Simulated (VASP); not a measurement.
A run of VASP 6.6.1 is set up as follows.

File INCAR:

```
SYSTEM = Os
  PREC = Accurate
  ENCUT = 600
  EDIFF = 1E-6
  ISMEAR = -1
  SIGMA = 0.08
  LREAL = .False.
  LASPH = .True.
  NELM = 200
  ALGO = Normal
  ISIF = 2
  LWAVE = .False.
  LCHARG = .False.
  ISPIN = 2
  MAGMOM = 0.2 0.2
  LORBIT = 11
  NUPDOWN = 0.4
  LMAXMIX = 4
  GGA = PE
  NBANDS = 19
  GGA_COMPAT = .False.
```

Contents of KPOINTS:

```
Automatic mesh
0
Gamma
  16 16 9
  0 0 0
```

POSCAR

```
Os
1.0
    2.7341000000      0.0000000000      0.0000000000
   -1.3670500000      2.3678000565      0.0000000000
    0.0000000000      0.0000000000      4.3197000000
Os
2
Direct
    0.3333333333      0.6666666667      0.2500000000
    0.6666666667      0.3333333333      0.7500000000
```

Potentials or basis: VASP PAW PBE potentials, release 64 (Os).

The run is started by

```bash
$ cat potpaw_PBE.64/Os/POTCAR > POTCAR
$ mpirun -np 1 vasp_std > vasp.out
```

Q: Predict the pressure.

A: 9.5 GPa.

Stress tensor (GPa, compression positive):
```
9.47 0.00 0.00
0.00 9.47 0.00
0.00 0.00 9.71
```

Caveat: the cell stands under pressure; the total moment is fixed, so each spin has its own Fermi level and the state may be an excited one.
